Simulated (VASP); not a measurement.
Crystal: BiN.

```xyz
4
Lattice="4.0210 0.0000 0.0000 0.0000 4.0210 0.0000 0.0000 0.0000 5.1792" Properties=species:S:1:pos:R:3 pbc="T T T"
Bi    2.0105    0.0000    1.1006
Bi    0.0000    2.0105    4.0787
N     0.0000    0.0000    0.0000
N     2.0105    2.0105    0.0000
```

| Quantity | Value |
| --- | --- |
| Program | VASP 6.6.1 |
| Task | relaxation of shape and atoms at fixed volume |
| Functional | PBE |
| Potentials or basis | VASP PAW PBE potentials, release 64 (Bi_d, N) |
| Cutoff | 600 eV |
| k mesh | 8 × 8 × 6 |
| Occupations | gaussian, width 0.05 eV |
| Spin | no spin polarisation |

At the start: pressure 2.2 GPa; volume 20.93 Å³/atom.

Question: Where does the relaxation end?

Answer: Over 5 steps the energy falls by 2.6 meV/atom; space group P4/nmm (No. 129, to 0.1 Å) before and after.

Step by step:
```
step  energy change (eV)  largest force (eV/Å)  pressure (GPa)  volume (Å³)
   1              0.0000                0.3180            2.19        83.74
   2             -0.0076                0.0691            1.25        83.74
   3             -0.0085                0.0580            0.77        83.74
   4             -0.0101                0.0243            0.60        83.74
   5             -0.0105                0.0000            0.46        83.74
```

Final structure:
```
Bi N
1.0
     4.04976    0.00000    0.00000
     0.00000    4.04976    0.00000
     0.00000    0.00000    5.10583
Bi N
2 2
Direct
  0.50000 0.00000 0.21705
  0.00000 0.50000 0.78295
  0.00000 0.00000 0.00000
  0.50000 0.50000 0.00000
```

Caveat: this functional lacks dispersion, which binds layers or chains, so the pressure and a relaxed spacing across them are unreliable.
